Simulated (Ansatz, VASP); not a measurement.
## SnTe in VASP and in Ansatz

The input POSCAR:

```
SnTe
1.0
   -0.1896166334      3.1272869259      3.1272869259
    3.1272869259     -0.1896166334      3.1272869259
    3.1272869259      3.1272869259     -0.1896166334
Sn Te
1 1
Direct
    0.0000000000      0.0000000000      0.0000000000
    0.5000000000      0.5000000000      0.5000000000
```

INCAR.step1

```
SYSTEM = SnTe
PREC = Accurate
ENCUT = 520
ISMEAR = -1
SIGMA = 0.02
LREAL = .FALSE.
LASPH = .TRUE.
NELM = 100
NBANDS = 17
GGA = PE
ALGO = Normal
EDIFF = 1E-4
LWAVE = .TRUE.
LCHARG = .FALSE.
```

INCAR.step2

```
SYSTEM = SnTe
PREC = Accurate
ENCUT = 520
EDIFF = 1E-7
ISMEAR = -1
SIGMA = 0.02
LREAL = .FALSE.
LASPH = .TRUE.
NELM = 100
ALGO = Normal
ISIF = 2
LWAVE = .FALSE.
LCHARG = .TRUE.
METAGGA = R2SCAN
LMIXTAU = .TRUE.
LELF = .TRUE.
LVHAR = .TRUE.
NBANDS = 17
ISTART = 1
```

File KPOINTS:

```
regular mesh
0
G
  8 8 8
  0 0 0
```

Input for Ansatz:

```yaml
crystal:
  lattice:
    - [-0.1896166334, 3.1272869259, 3.1272869259]
    - [3.1272869259, -0.1896166334, 3.1272869259]
    - [3.1272869259, 3.1272869259, -0.1896166334]
  atoms:
    - { symbol: Sn, position: [0.0, 0.0, 0.0] }
    - { symbol: Te, position: [0.5, 0.5, 0.5] }
kpoints:
  mp_grid: { grid: [8, 8, 8] }
  band_path:
    path:
      - [0.0, 0.0, 0.0]
      - [0.5, 0.0, 0.5]
      - [0.625, 0.25, 0.625]
      - [0.375, 0.375, 0.75]
      - [0.5, 0.5, 0.5]
      - [0.5, 0.25, 0.75]
      - [-0.007812, 0.5, 0.007812]
    npoints: 1
hamiltonian:
  xc: r2scan
scf:
  occupations: { method: fermi_dirac, width: 0.02 }
  n_extra_bands: 4
output:
  forces: true
  stress: true
  eigenvalues: true
```

Change from the starting cell: epitaxial_111 strain +4.0%.

Alike in both runs: task single point; functional r2SCAN; k mesh 8 × 8 × 8; occupations fermi-dirac, width 0.02 eV; no spin polarisation.

```csv
,VASP,Ansatz
version,VASP 6.6.1,Ansatz 0.2.0
potentials or method,"VASP PAW PBE potentials, release 64 (Sn_d, Te)","plane waves, PAW"
plane-wave cutoff (eV),520,500
valence electrons in the cell,20,30
```

```tsv
	VASP	Ansatz	Ansatz less VASP
pressure (GPa)	-1.4	-1.4	+0.01
traceless stress, the component that is largest in VASP (GPa)	0.88	0.88	+0.002
```

VASP's potentials were made for PBE, not for r2SCAN. With one functional, cell and mesh, what is left measures potentials, basis and numerics. VASP's potentials hold 20 valence electrons a cell and Ansatz's 30, so a difference there can come from the potentials and not from the codes.

Neither program's run includes spin-orbit coupling.
